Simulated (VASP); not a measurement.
# LiF (I4/mmm) in VASP: single point with HSE06

Aim: the single point of LiF with HSE06.

Everything below comes from runs of VASP 6.6.1. Logs are shortened: lines on timing, memory, paths and dates and some standing lists are left out, and cuts for length are marked.

### 1 The cell of the first run

It takes space group I4/mmm (No. 139, tetragonal). The conventional cell has a = 2.789 Å, b = 2.789 Å, c = 4.022 Å, α = 90.00°, β = 90.00°, γ = 90.00°. Within 2.6 Å of Li (site symmetry 4/mmm) lie 6 F at 1.97 to 2.01 Å. F (site symmetry 4/mmm) has 6 Li at 1.97 to 2.01 Å within 2.6 Å.

### 2 Single point, HSE06 (epitaxial xy strain -1.1%)

Input file POSCAR:

```
LiF
1.0
    0.0000000000      1.9721276811      2.0110915263
    1.9721276811      0.0000000000      2.0110915263
    1.9721276811      1.9721276811      0.0000000000
Li F
1 1
Direct
    0.0000000000      0.0000000000      0.0000000000
    0.5000000000      0.5000000000      0.5000000000
```

Input file INCAR.step1:

```
SYSTEM = LiF
  PREC = Accurate
  ENCUT = 520
  EDIFF = 1E-5
  ISMEAR = 0
  SIGMA = 0.01
  LREAL = .FALSE.
  LASPH = .TRUE.
  NELM = 100
  ALGO = Normal
  ISIF = 2
  LWAVE = .TRUE.
  NBANDS = 12
  GGA = PE
```

Input file INCAR.step2:

```
SYSTEM = LiF
  PREC = Accurate
  ENCUT = 520
  EDIFF = 1E-6
  ISMEAR = 0
  SIGMA = 0.01
  LREAL = .FALSE.
  LASPH = .TRUE.
  NELM = 100
  ALGO = Normal
  ISIF = 2
  LWAVE = .FALSE.
  LCHARG = .TRUE.
  GGA = PE
  LHFCALC = .TRUE.
  HFSCREEN = 0.2079
  PRECFOCK = Normal
  LELF = .TRUE.
  LVHAR = .TRUE.
  NBANDS = 12
  ISTART = 1
```

Input file KPOINTS:

```
regular mesh
0
G
  8 8 8
  0 0 0
```

Potentials or basis: VASP PAW PBE potentials, release 64 (Li_sv, F).

Command:

```
$ cat potpaw_PBE.64/Li_sv/POTCAR potpaw_PBE.64/F/POTCAR > POTCAR
$ cp INCAR.step1 INCAR
$ mpirun -np 1 vasp_std > vasp.out
$ cp INCAR.step2 INCAR
$ mpirun -np 1 vasp_std > vasp.out
```

OUTCAR:

```text
SYSTEM = LiF
   PREC = Accurate
   ENCUT = 520
   EDIFF = 1E-6
   ISMEAR = 0
   LREAL = .FALSE.
   LASPH = .TRUE.
   NELM = 100
   ISIF = 2
   GGA = PE
   LHFCALC = .TRUE.
   HFSCREEN = 0.2079
   PRECFOCK = Normal
   ISTART = 1

 ion  position               nearest neighbor table
   1  0.000  0.000  0.000-   2 1.97   2 1.97   2 1.97   2 1.97   2 2.01   2 2.01
   2  0.500  0.500  0.500-   1 1.97   1 1.97   1 1.97   1 1.97   1 2.01   1 2.01

  LATTYP: Found a body centered tetragonal cell.
 ALAT       =     2.7890097133
 C/A-ratio  =     1.4421545516

  Lattice vectors:

 A1 = (  -1.9721276811,   0.0000000000,   2.0110915263)
 A2 = (   1.9721276811,   0.0000000000,   2.0110915263)
 A3 = (   0.0000000000,   1.9721276811,  -2.0110915263)

Analysis of symmetry for initial positions (statically):
=====================================================================
 Subroutine PRICEL returns:
 Original cell was already a primitive cell.

 Routine SETGRP: Setting up the symmetry group for a
 body centered tetragonal supercell.

 Subroutine GETGRP returns: Found 16 space group operations
 (whereof 16 operations were pure point group operations)
 out of a pool of 16 trial point group operations.

The static configuration has the point symmetry D_4h.

Analysis of symmetry for dynamics (positions and initial velocities):
=====================================================================
 Subroutine PRICEL returns:
 Original cell was already a primitive cell.

 Routine SETGRP: Setting up the symmetry group for a
 body centered tetragonal supercell.

 Subroutine GETGRP returns: Found 16 space group operations
 (whereof 16 operations were pure point group operations)
 out of a pool of 16 trial point group operations.

The dynamic configuration has the point symmetry D_4h.

 Subroutine INISYM returns: Found 16 space group operations
 (whereof 16 operations are pure point group operations),
 and found     1 'primitive' translations

----------------------------------------------------------------------------------------

                                     Primitive cell

  volume of cell :      15.6434

  direct lattice vectors                    reciprocal lattice vectors
     0.000000000  1.972127681  2.011091526    -0.253533280  0.253533280  0.248621206
     1.972127681  0.000000000  2.011091526     0.253533280 -0.253533280  0.248621206
     1.972127681  1.972127681  0.000000000     0.253533280  0.253533280 -0.248621206

  length of vectors
     2.816696064  2.816696064  2.789009713     0.436314969  0.436314969  0.436314969

  position of ions in fractional coordinates (direct lattice)
     0.000000000  0.000000000  0.000000000
     0.500000000  0.500000000  0.500000000

  ion indices of the primitive-cell ions
   primitive index   ion index
                 1           1
                 2           2

----------------------------------------------------------------------------------------

 KPOINTS: regular mesh

Automatic generation of k-mesh.
 Grid dimensions read from file:
 generate k-points for:    8    8    8

 Generating k-lattice:

  Cartesian coordinates                     Fractional coordinates (reciprocal lattice)
    -0.031691660  0.031691660  0.031077651     0.125000000  0.000000000  0.000000000
     0.031691660 -0.031691660  0.031077651     0.000000000  0.125000000  0.000000000
     0.031691660  0.031691660 -0.031077651     0.000000000  0.000000000  0.125000000

  Length of vectors
     0.054539371  0.054539371  0.054539371

  Shift w.r.t. Gamma in fractional coordinates (k-lattice)
     0.000000000  0.000000000  0.000000000

 Subroutine IBZKPT returns following result:
 ===========================================

 Found     59 irreducible k-points:

 Following reciprocal coordinates:
            Coordinates               Weight
  0.000000  0.000000  0.000000      1.000000
  0.125000  0.000000  0.000000      8.000000
  0.250000  0.000000  0.000000      8.000000
  0.375000  0.000000  0.000000      8.000000
  0.500000  0.000000  0.000000      4.000000
  0.125000  0.125000  0.000000      2.000000
[... 16 lines left out ...]
  0.250000 -0.000000  0.125000     16.000000
  0.375000  0.000000  0.125000     16.000000
 [... further k-points ...]
   k-points           NKPTS =     59   k-points in BZ     NKDIM =    512   number of bands    NBANDS=     12
   number of dos      NEDOS =    301   number of ions     NIONS =      2
   total plane-waves  NPLWV =  13824
   dimension x,y,z NGX =    24 NGY =   24 NGZ =   24
   dimension x,y,z NGXF=    48 NGYF=   48 NGZF=   48
   ions per type =               1   1
   NGX,Y,Z   is equivalent  to a cutoff of  14.17, 14.17, 14.31 a.u.
   NGXF,Y,Z  is equivalent  to a cutoff of  28.33, 28.33, 28.61 a.u.
 SYSTEM =  LiF
   PREC   = accura    normal or accurate (medium, high low for compatibility)
   ISTART =      1    job   : 0-new  1-cont  2-samecut
   ICHARG =      0    charge: 1-file 2-atom 10-const
   ISPIN  =      1    spin polarized calculation?
   LNONCOLLINEAR =      F non collinear calculations
   LSORBIT =      F    spin-orbit coupling
   LASPH  =      T    aspherical Exc in radial PAW
   ENCUT  =  520.0 eV  38.22 Ry    6.18 a.u.   5.24  5.24  5.19*2*pi/ulx,y,z
   NELM   =    100;   NELMIN=  2; NELMDL=  0     # of ELM steps
   EDIFF  = 0.1E-05   stopping-criterion for ELM
   LREAL  =      F    real-space projection
   EDIFFG = 0.1E-04   stopping-criterion for IOM
   NSW    =      0    number of steps for IOM
   IBRION =     -1    ionic relax: 0-MD 1-quasi-New 2-CG
   NFREE  =      0    steps in history (QN), initial steepest desc. (CG)
   ISIF   =      2    stress and relaxation
   ISYM   =      3    0-nonsym 1-usesym 2-fastsym
   POTIM  = 0.5000    time-step for ionic-motion
   TEBEG  =    0.0;   TEEND  =   0.0 temperature during run
   PSTRESS=    0.0 pullay stress
   NELECT =      10.0000    total number of electrons
   NUPDOWN=      -1.0000    fix difference up-down
   EMIN   =  10.00;   EMAX   =-10.00  energy-range for DOS
   EFERMI =   0.00;   METHOD = LEGACY
   ISMEAR =     0;   SIGMA  =   0.01  broadening in eV -4-tet -1-fermi 0-gaus
   EFERMI_NEDOS =   21; number of points for ismear=-14 and -15
   IALGO  =     38    algorithm
   IMIX   =      1    mixing-type and parameters
     AMIX     =   0.40;   BMIX     =  1.00
     AMIX_MAG =   1.60;   BMIX_MAG =  1.00
  volume/ion in A,a.u.               =       7.82        52.78
  Fermi-wavevector in a.u.,A,eV,Ry     =   1.410255  2.664995 27.059513  1.988818
  Thomas-Fermi vector in A             =   2.532227
   LORBIT       =      0    0 simple, 1 ext, 2 COOP (PROOUT), +10 PAW based schemes
   GGA     = PE    functional components
   LHFCALC =     T    Hartree Fock is set to
   PRECFOCK=normal    Normal, Fast or Accurate (Low or Medium for compatibility)
   ENCUT4O =  -1.0   cutoff for four orbital integrals eV
   NKREDX  =     1    reduce k-point grid by
   NKREDY  =     1    reduce k-point grid by
   NKREDZ  =     1    reduce k-point grid by
   AEXX    =    0.2500 exact exchange contribution
   HFSCREEN=    0.2079 screening length (either q_TF or 0.3 A-1)
   HFSCREENC=   0.2079 screening length for correlation (either q_TF or 0.3 A-1)
   ENCUTFOCK=  -1.0 apply spherical cutoff to Coloumb kernel
   IVDW    =     0    specifies the selected vdW correction
   LEPSILON=     F    determine dielectric tensor
   LRPA    =     F    only Hartree local field effects (RPA)
 non-spin polarized calculation
 Gauss-broadening in eV      SIGMA  =   0.01
  energy-cutoff  :      520.00
  volume of cell :       15.64
 maximum number of plane-waves:       436
 NGX is ok and might be reduce to    24
  NGX = 16; NGY = 16; NGZ = 16

 number of electron       9.9999998 magnetization

 Free energy of the ion-electron system (eV)
  ---------------------------------------------------
  ext. energy  EPLUGINS =         0.00000000
  ---------------------------------------------------
  free energy    TOTEN  =       -11.38181201 eV

  energy without entropy =      -11.38181201  energy(sigma->0) =      -11.38181201

 E-fermi :  -2.3709     XC(G=0):  -8.3334

 val. band max:       -2.4396086341   @ k =   0.0000   0.0000   0.0000
 cond. band min:       9.3391481290   @ k =   0.0000   0.0000   0.0000
 fundamental gap:     11.7787567632
 Fermi energy:        -2.3709274297

 k-point     1 :       0.0000    0.0000    0.0000
  band No.  band energies     occupation
      1     -45.3440      2.00000
      2     -24.1736      2.00000
      3      -2.4904      2.00000
      4      -2.4904      2.00000
      5      -2.4396      2.00000
      6       9.3391      0.00000
      7      24.4054      0.00000
      8      24.7100      0.00000
      9      24.8775      0.00000
     10      24.8775      0.00000
     11      24.9016      0.00000
     12      24.9016      0.00000

 k-point     2 :       0.1250    0.0000    0.0000
  band No.  band energies     occupation
      1     -45.3334      2.00000
      2     -24.1065      2.00000
      3      -2.9481      2.00000
      4      -2.5250      2.00000
      5      -2.5018      2.00000
      6       9.7903      0.00000
      7      21.0422      0.00000
      8      22.7646      0.00000
      9      23.1095      0.00000
     10      26.1630      0.00000
     11      26.3302      0.00000
     12      26.3726      0.00000

 k-point     3 :       0.2500    0.0000    0.0000
  band No.  band energies     occupation
      1     -45.3079      2.00000
      2     -23.9381      2.00000
      3      -3.9812      2.00000
      4      -2.6117      2.00000
      5      -2.6058      2.00000
      6      10.6035      0.00000
      7      18.4043      0.00000
      8      20.8627      0.00000
      9      21.2365      0.00000
     10      27.7583      0.00000
     11      28.2379      0.00000
     12      28.2661      0.00000
[... 286 lines left out ...]
 k-point    23 :       0.2500   -0.0000    0.1250
  band No.  band energies     occupation
      1     -45.3092      2.00000
      2     -23.9394      2.00000
      3      -3.7189      2.00000
      4      -2.8107      2.00000
      5      -2.7325      2.00000
      6      10.8721      0.00000
      7      18.8059      0.00000
      8      21.1485      0.00000
      9      21.3060      0.00000
     10      23.7459      0.00000
     11      30.3354      0.00000
     12      30.4610      0.00000

 k-point    24 :       0.3750    0.0000    0.1250
  band No.  band energies     occupation
      1     -45.2839      2.00000
      2     -23.7554      2.00000
      3      -4.6541      2.00000
      4      -2.9248      2.00000
      5      -2.9008      2.00000
      6      11.5310      0.00000
      7      17.2316      0.00000
      8      19.9702      0.00000
      9      20.2075      0.00000
     10      26.0159      0.00000
     11      32.0359      0.00000
     12      32.0934      0.00000

 [... further k-points ...]
[... 5 lines left out ...]
  --------------------------------------------------------------------------------------
  -------------------------------------------------------------------------------------
  Total        0.2903483      0.2903483      0.1154220      0.0000000      0.0000000      0.0000000
  in kB       29.7370594     29.7370594     11.8213518      0.0000000      0.0000000      0.0000000
  external PRESSURE =      23.7651569 kB  Pullay stress =       0.0000000 kB

 VOLUME and BASIS-vectors are now :
 -----------------------------------------------------------------------------
  energy-cutoff  :      520.00
  volume of cell :       15.64
      direct lattice vectors                 reciprocal lattice vectors
     0.000000000  1.972127681  2.011091526    -0.253533280  0.253533280  0.248621206
     1.972127681  0.000000000  2.011091526     0.253533280 -0.253533280  0.248621206
     1.972127681  1.972127681  0.000000000     0.253533280  0.253533280 -0.248621206

 POSITION                                       TOTAL-FORCE (eV/Angst)
 -----------------------------------------------------------------------------------
      0.00000      0.00000      0.00000         0.000000      0.000000     -0.000000
      1.97213      1.97213      2.01109         0.000000      0.000000      0.000000
 -----------------------------------------------------------------------------------
    total drift:                               -0.000000     -0.000000     -0.000000

  FREE ENERGIE OF THE ION-ELECTRON SYSTEM (eV)
  ---------------------------------------------------
  free  energy   TOTEN  =       -11.3818120111 eV

  energy  without entropy=      -11.3818120111  energy(sigma->0) =      -11.38181201
```

Wall time 67 min (1 thread of AMD EPYC 7R43 (Zen 3), shared host); peak memory 0.22 GiB.

Results:

```
Free energy            : -11.3818 eV
Band gap on the k mesh : 11.78 eV
```

Caveat: the cell differs from its parent crystal (epitaxial xy strain -1.1%); the cutoff is under 1.25 times the usual one of these potentials, so pressure, stress and relaxed cells hold a basis-set (Pulay) error; the PAW data sets were made with another functional, which shifts forces and pressure a little.
